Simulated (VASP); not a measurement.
# ZrC (I4mm) in VASP: single point with PBE

Aim: the single point of ZrC with PBE.

Program: VASP 6.6.1. These are calculated values, not measurements. Logs are shortened: lines on timing, memory, paths and dates and some standing lists are left out, and cuts for length are marked.

### 1 The cell of the first run

It takes space group I4mm (No. 107, tetragonal). Conventional cell: a = 3.324 Å, b = 3.324 Å, c = 4.700 Å, α = 90.00°, β = 90.00°, γ = 90.00°. Zr (site symmetry 4mm) has 6 C at 2.20 to 2.50 Å within 2.9 Å. Within 2.9 Å of C (site symmetry 4mm) lie 6 Zr at 2.20 to 2.50 Å.

### 2 Single point, PBE (atom 1 (Zr) moved by (-0.150, +0.000) A along x and y)

INCAR reads:

```
SYSTEM = ZrC
  PREC = Accurate
  ENCUT = 520
  EDIFF = 1E-7
  ISMEAR = 0
  SIGMA = 0.15
  LREAL = .False.
  LASPH = .True.
  NELM = 80
  ALGO = Normal
  ISIF = 2
  LWAVE = .False.
  LCHARG = .False.
  GGA = PE
  NBANDS = 15
```

KPOINTS reads:

```
regular mesh
0
Gamma
  18 18 18
  0 0 0
```

POSCAR reads:

```
ZrC
1.0
    0.0000000000      2.3502100000      2.3502100000
    2.3502100000      0.0000000000      2.3502100000
    2.3502100000      2.3502100000      0.0000000000
Zr C
1 1
Direct
    0.5319120419      0.4680879581      0.4680879581
    0.0000000000      0.0000000000      0.0000000000
```

Potentials or basis: VASP PAW PBE potentials, release 64 (Zr_sv, C).

Started as:

```console
$ cat potpaw_PBE.64/Zr_sv/POTCAR potpaw_PBE.64/C/POTCAR > POTCAR
$ mpirun -np 1 vasp_std > vasp.out
```

OUTCAR:

```text
SYSTEM = ZrC
   PREC = Accurate
   ENCUT = 520
   EDIFF = 1E-7
   ISMEAR = 0
   LREAL = .False.
   LASPH = .True.
   NELM = 80
   ISIF = 2
   GGA = PE

 ion  position               nearest neighbor table
   1  0.532  0.468  0.468-   2 2.20   2 2.35   2 2.35   2 2.35   2 2.35   2 2.50
   2  0.000  0.000  0.000-   1 2.20   1 2.35   1 2.35   1 2.35   1 2.35   1 2.50

  LATTYP: Found a face centered cubic cell.
 ALAT       =     4.7004200000

  Lattice vectors:

 A1 = (   0.0000000000,   2.3502100000,   2.3502100000)
 A2 = (   2.3502100000,   0.0000000000,   2.3502100000)
 A3 = (   2.3502100000,   2.3502100000,   0.0000000000)

Analysis of symmetry for initial positions (statically):
=====================================================================
 Subroutine PRICEL returns:
 Original cell was already a primitive cell.

 Routine SETGRP: Setting up the symmetry group for a
 face centered cubic supercell.

 Subroutine GETGRP returns: Found  8 space group operations
 (whereof  8 operations were pure point group operations)
 out of a pool of 48 trial point group operations.

The static configuration has the point symmetry C_4v.

Analysis of symmetry for dynamics (positions and initial velocities):
=====================================================================
 Subroutine PRICEL returns:
 Original cell was already a primitive cell.

 Routine SETGRP: Setting up the symmetry group for a
 face centered cubic supercell.

 Subroutine GETGRP returns: Found  8 space group operations
 (whereof  8 operations were pure point group operations)
 out of a pool of 48 trial point group operations.

The dynamic configuration has the point symmetry C_4v.

 Subroutine INISYM returns: Found  8 space group operations
 (whereof  8 operations are pure point group operations),
 and found     1 'primitive' translations

----------------------------------------------------------------------------------------

                                     Primitive cell

  volume of cell :      25.9627

  direct lattice vectors                    reciprocal lattice vectors
     0.000000000  2.350210000  2.350210000    -0.212746946  0.212746946  0.212746946
     2.350210000  0.000000000  2.350210000     0.212746946 -0.212746946  0.212746946
     2.350210000  2.350210000  0.000000000     0.212746946  0.212746946 -0.212746946

  length of vectors
     3.323698856  3.323698856  3.323698856     0.368488520  0.368488520  0.368488520

  position of ions in fractional coordinates (direct lattice)
     0.531912042  0.468087958  0.468087958
     0.000000000  0.000000000  0.000000000

  ion indices of the primitive-cell ions
   primitive index   ion index
                 1           1
                 2           2

----------------------------------------------------------------------------------------

 KPOINTS: regular mesh

Automatic generation of k-mesh.
 Grid dimensions read from file:
 generate k-points for:   18   18   18

 Generating k-lattice:

  Cartesian coordinates                     Fractional coordinates (reciprocal lattice)
    -0.011819275  0.011819275  0.011819275     0.055555556  0.000000000  0.000000000
     0.011819275 -0.011819275  0.011819275     0.000000000  0.055555556  0.000000000
     0.011819275  0.011819275 -0.011819275     0.000000000  0.000000000  0.055555556

  Length of vectors
     0.020471584  0.020471584  0.020471584

  Shift w.r.t. Gamma in fractional coordinates (k-lattice)
     0.000000000  0.000000000  0.000000000

 Subroutine IBZKPT returns following result:
 ===========================================

 Found    480 irreducible k-points:

 Following reciprocal coordinates:
            Coordinates               Weight
  0.000000  0.000000  0.000000      1.000000
  0.055556  0.000000  0.000000      8.000000
  0.111111  0.000000  0.000000      8.000000
  0.166667  0.000000  0.000000      8.000000
  0.222222  0.000000  0.000000      8.000000
  0.277778  0.000000  0.000000      8.000000
[... 16 lines left out ...]
  0.388889  0.055556  0.000000     16.000000
  0.000000  0.388889  0.055556      8.000000
 [... further k-points ...]
   k-points           NKPTS =    480   k-points in BZ     NKDIM =    480   number of bands    NBANDS=     15
   number of dos      NEDOS =    301   number of ions     NIONS =      2
   total plane-waves  NPLWV =  21952
   dimension x,y,z NGX =    28 NGY =   28 NGZ =   28
   dimension x,y,z NGXF=    56 NGYF=   56 NGZF=   56
   ions per type =               1   1
   NGX,Y,Z   is equivalent  to a cutoff of  14.01, 14.01, 14.01 a.u.
   NGXF,Y,Z  is equivalent  to a cutoff of  28.01, 28.01, 28.01 a.u.
 SYSTEM =  ZrC
   PREC   = accura    normal or accurate (medium, high low for compatibility)
   ISTART =      0    job   : 0-new  1-cont  2-samecut
   ICHARG =      2    charge: 1-file 2-atom 10-const
   ISPIN  =      1    spin polarized calculation?
   LNONCOLLINEAR =      F non collinear calculations
   LSORBIT =      F    spin-orbit coupling
   LASPH  =      T    aspherical Exc in radial PAW
   ENCUT  =  520.0 eV  38.22 Ry    6.18 a.u.   6.18  6.18  6.18*2*pi/ulx,y,z
   NELM   =     80;   NELMIN=  2; NELMDL= -5     # of ELM steps
   EDIFF  = 0.1E-06   stopping-criterion for ELM
   LREAL  =      F    real-space projection
   EDIFFG = 0.1E-05   stopping-criterion for IOM
   NSW    =      0    number of steps for IOM
   IBRION =     -1    ionic relax: 0-MD 1-quasi-New 2-CG
   NFREE  =      0    steps in history (QN), initial steepest desc. (CG)
   ISIF   =      2    stress and relaxation
   ISYM   =      2    0-nonsym 1-usesym 2-fastsym
   POTIM  = 0.5000    time-step for ionic-motion
   TEBEG  =    0.0;   TEEND  =   0.0 temperature during run
   PSTRESS=    0.0 pullay stress
   NELECT =      16.0000    total number of electrons
   NUPDOWN=      -1.0000    fix difference up-down
   EMIN   =  10.00;   EMAX   =-10.00  energy-range for DOS
   EFERMI =   0.00;   METHOD = LEGACY
   ISMEAR =     0;   SIGMA  =   0.15  broadening in eV -4-tet -1-fermi 0-gaus
   EFERMI_NEDOS =   21; number of points for ismear=-14 and -15
   IALGO  =     38    algorithm
   IMIX   =      4    mixing-type and parameters
     AMIX     =   0.40;   BMIX     =  1.00
     AMIX_MAG =   1.60;   BMIX_MAG =  1.00
  volume/ion in A,a.u.               =      12.98        87.60
  Fermi-wavevector in a.u.,A,eV,Ry     =   1.393151  2.632673 26.407131  1.940869
  Thomas-Fermi vector in A             =   2.516825
   LORBIT       =      0    0 simple, 1 ext, 2 COOP (PROOUT), +10 PAW based schemes
   GGA     = PE    functional components
   LHFCALC =     F    Hartree Fock is set to
   AEXX    =    0.0000 exact exchange contribution
   IVDW    =     0    specifies the selected vdW correction
   LEPSILON=     F    determine dielectric tensor
   LRPA    =     F    only Hartree local field effects (RPA)
 non-spin polarized calculation
 Gauss-broadening in eV      SIGMA  =   0.15
  energy-cutoff  :      520.00
  volume of cell :       25.96
 maximum number of plane-waves:       725
 NGX is ok and might be reduce to    28
   NGX = 13   NGY = 13   NGZ = 13

 number of electron      16.0000000 magnetization

 Free energy of the ion-electron system (eV)
  ---------------------------------------------------
  ext. energy  EPLUGINS =         0.00000000
  ---------------------------------------------------
  free energy    TOTEN  =       -19.38455314 eV

  energy without entropy =      -19.38244790  energy(sigma->0) =      -19.38350052

 E-fermi :   9.6871     XC(G=0): -12.1232

 val. band max:        9.6766808333   @ k =   0.0000   0.5000   0.5000
 cond. band min:       9.7142229260   @ k =   0.1111   0.1111   0.0000
 fundamental gap:      0.0375420928
 Fermi energy:         9.6871039037

 k-point     1 :       0.0000    0.0000    0.0000
  band No.  band energies     occupation
      1     -38.4916      2.00000
      2     -16.2105      2.00000
      3     -16.2064      2.00000
      4     -16.2064      2.00000
      5      -1.6697      2.00000
      6       9.7757      0.40365
      7       9.7757      0.40364
      8      10.0383      0.00093
      9      10.7051      0.00000
     10      11.5437      0.00000
     11      11.5437      0.00000
     12      12.4274      0.00000
     13      13.1049      0.00000
     14      16.8550      0.00000
     15      20.0304      0.00000

 k-point     2 :       0.0556    0.0000    0.0000
  band No.  band energies     occupation
      1     -38.4886      2.00000
      2     -16.2363      2.00000
      3     -16.2108      2.00000
      4     -16.2088      2.00000
      5      -1.5992      2.00000
      6       9.3408      1.99891
      7       9.6187      1.48120
      8      10.0439      0.00077
      9      10.7533      0.00000
     10      11.3461      0.00000
     11      11.5534      0.00000
     12      12.9268      0.00000
     13      13.4546      0.00000
     14      17.0129      0.00000
     15      20.2255      0.00000

 k-point     3 :       0.1111    0.0000    0.0000
  band No.  band energies     occupation
      1     -38.4798      2.00000
      2     -16.3157      2.00000
      3     -16.2180      2.00000
      4     -16.2159      2.00000
      5      -1.3936      2.00000
      6       8.6534      2.00000
      7       9.1805      2.00000
      8       9.5568      1.78090
      9      10.9843      0.00000
     10      11.3029      0.00000
     11      11.7121      0.00000
     12      13.8361      0.00000
     13      14.2275      0.00000
     14      17.4331      0.00000
     15      20.7727      0.00000

 k-point     4 :       0.1667    0.0000    0.0000
  band No.  band energies     occupation
      1     -38.4664      2.00000
      2     -16.4352      2.00000
      3     -16.2288      2.00000
      4     -16.2268      2.00000
      5      -1.0695      2.00000
      6       7.9003      2.00000
      7       8.6202      2.00000
      8       8.8879      2.00000
      9      11.3305      0.00000
     10      11.5281      0.00000
     11      11.9564      0.00000
     12      14.8619      0.00000
     13      15.1746      0.00000
     14      17.9821      0.00000
     15      21.5533      0.00000
[... 307 lines left out ...]
 k-point    22 :       0.0000    0.3333    0.0556
  band No.  band energies     occupation
      1     -38.4190      2.00000
      2     -16.8168      2.00000
      3     -16.2818      2.00000
      4     -16.2668      2.00000
      5       0.1789      2.00000
      6       5.8465      2.00000
      7       7.2964      2.00000
      8       7.4837      2.00000
      9      12.1487      0.00000
     10      13.1716      0.00000
     11      13.3042      0.00000
     12      17.0758      0.00000
     13      17.8540      0.00000
     14      19.0317      0.00000
     15      23.3196      0.00000

 k-point    23 :       0.3889    0.0556    0.0000
  band No.  band energies     occupation
      1     -38.4043      2.00000
      2     -16.9316      2.00000
      3     -16.2920      2.00000
      4     -16.2811      2.00000
      5       0.6524      2.00000
      6       5.2120      2.00000
      7       6.9443      2.00000
      8       7.2128      2.00000
      9      12.6856      0.00000
     10      13.6103      0.00000
     11      13.8886      0.00000
     12      17.7103      0.00000
     13      18.2383      0.00000
     14      19.1322      0.00000
     15      23.6593      0.00000

 k-point    24 :       0.0000    0.3889    0.0556
  band No.  band energies     occupation
      1     -38.4043      2.00000
      2     -16.9326      2.00000
      3     -16.2906      2.00000
      4     -16.2822      2.00000
      5       0.6564      2.00000
      6       5.2164      2.00000
      7       6.9985      2.00000
      8       7.1374      2.00000
      9      12.7149      0.00000
     10      13.6846      0.00000
     11      13.8618      0.00000
     12      17.6427      0.00000
     13      17.9612      0.00000
     14      19.4378      0.00000
     15      23.7630      0.00000

 [... further k-points ...]

------------------------ aborting loop because EDIFF is reached ----------------------------------------

  FORCE on cell =-STRESS in cart. coord.  units (eV):
  Direction    XX          YY          ZZ          XY          YZ          ZX
  --------------------------------------------------------------------------------------
  -------------------------------------------------------------------------------------
  Total        1.1798793      0.1919387      0.1919387      0.0000000      0.0000000      0.0000000
  in kB       72.8111972     11.8446756     11.8446756      0.0000000      0.0000000      0.0000000
  external PRESSURE =      32.1668494 kB  Pullay stress =       0.0000000 kB

 VOLUME and BASIS-vectors are now :
 -----------------------------------------------------------------------------
  energy-cutoff  :      520.00
  volume of cell :       25.96
      direct lattice vectors                 reciprocal lattice vectors
     0.000000000  2.350210000  2.350210000    -0.212746946  0.212746946  0.212746946
     2.350210000  0.000000000  2.350210000     0.212746946 -0.212746946  0.212746946
     2.350210000  2.350210000  0.000000000     0.212746946  0.212746946 -0.212746946

 POSITION                                       TOTAL-FORCE (eV/Angst)
 -----------------------------------------------------------------------------------
      2.20021      2.35021      2.35021         1.069084      0.000000      0.000000
      0.00000      0.00000      0.00000        -1.069084      0.000000      0.000000
 -----------------------------------------------------------------------------------
    total drift:                                0.000005     -0.000000     -0.000000

  FREE ENERGIE OF THE ION-ELECTRON SYSTEM (eV)
  ---------------------------------------------------
  free  energy   TOTEN  =       -19.3845531370 eV

  energy  without entropy=      -19.3824478956  energy(sigma->0) =      -19.38350052
```

Wall time 2.1 min (1 thread of AMD EPYC 9R45 (Zen 5), shared host); peak memory 0.28 GiB.

What came out:

```yaml
Free_energy: -19.3846 eV
Pressure: 3.2 GPa
Largest_force: 1.069 eV/Å
Band_gap_on_the_k_mesh: zero (band 8 reaches 10.19 eV, above the bottom of band 9 at 9.20 eV)
```

Forces on the atoms (eV/Å):
```
Zr   1.069  0.000  0.000
C   -1.069  0.000  0.000
```

Caveat: the cell differs from its parent crystal (atom 1 (Zr) moved by (-0.150, +0.000) A along x and y); forces of over 1 eV/Å act on the atoms, so gaps and moduli don't describe the material at rest.
